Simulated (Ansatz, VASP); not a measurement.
One calculation of ZnO, two programs

```
CELL_PARAMETERS angstrom
3.24940 0.00000 0.00000
-1.62470 2.81406 0.00000
0.00000 0.00000 5.30788
ATOMIC_POSITIONS crystal
Zn 0.33333 0.66667 0.00000
Zn 0.66667 0.33333 0.50000
O 0.33333 0.66667 0.38210
O 0.66667 0.33333 0.88210
```

Change from the starting cell: zz strain of +2 %.

Alike in both runs: task single point; functional LDA; k mesh 11 × 11 × 6; occupations fermi-dirac, width 0.02 eV; no spin polarisation.

|  | VASP | Ansatz |
| --- | --- | --- |
| version | VASP 6.6.1 | Ansatz 0.2.0 |
| potentials or method | VASP PAW LDA potentials, release 64 (Zn, O), cutoff 600 eV | all-electron LAPW, scalar-relativistic |

```csv
,VASP,Ansatz,Ansatz less VASP
pressure (GPa),-8.6,-9.3,-0.70
"traceless stress, the component that is largest in VASP (GPa)",-2.13,-2.01,+0.126
rms of the force components (eV/Å),0.091,0.085,-0.0059
```

LDA's correlation is that of Perdew and Zunger in VASP and of Perdew and Wang (1992) in Ansatz. Atom by atom the forces differ by 0.006 eV/Å (rms over components). Ansatz ran all-electron here, and VASP with PAW potentials.
